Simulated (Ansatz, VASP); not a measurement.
Zn4Ga in VASP and in Ansatz

```xyz
5
Lattice="-2.9076 2.9076 2.9076 2.9076 -2.9076 2.9076 2.9076 2.9076 -2.9076" Properties=species:S:1:pos:R:3 pbc="T T T"
Zn    1.4538    1.4538   -1.4538
Zn   -1.4538    1.4538    1.4538
Zn    1.4538   -1.4538    1.4538
Zn    1.4538    1.4538    1.4538
Ga    0.0000    0.0000    0.0000
```

Change from the starting cell: species swapped into the Hg4Pt type (Im-3m, No. 229).

Alike in both runs: functional PBE; k mesh 4 × 4 × 4; occupations gaussian, width 0.1 eV; no spin polarisation.

Ansatz relaxed the structure, and its values are those at the end. VASP's run is a single point on that final structure, the one shown.

```csv
,VASP,Ansatz
version,VASP 6.6.1,Ansatz 0.2.0
potentials or method,"VASP PAW PBE potentials, release 64 (Zn, Ga_d), cutoff 520 eV","scalar-relativistic, plane waves, PAW"
valence electrons in the cell,61,61
```

|  | VASP | Ansatz | Ansatz less VASP |
| --- | --- | --- | --- |
| gap on the k mesh at the Fermi level (eV) | none | none | - |
| pressure (GPa) | 0.3 | 0.1 | -0.21 |

A gap of «none» marks a metal or a gap that the smearing closes.

The k mesh is coarse, so the values compare programs but aren't converged.
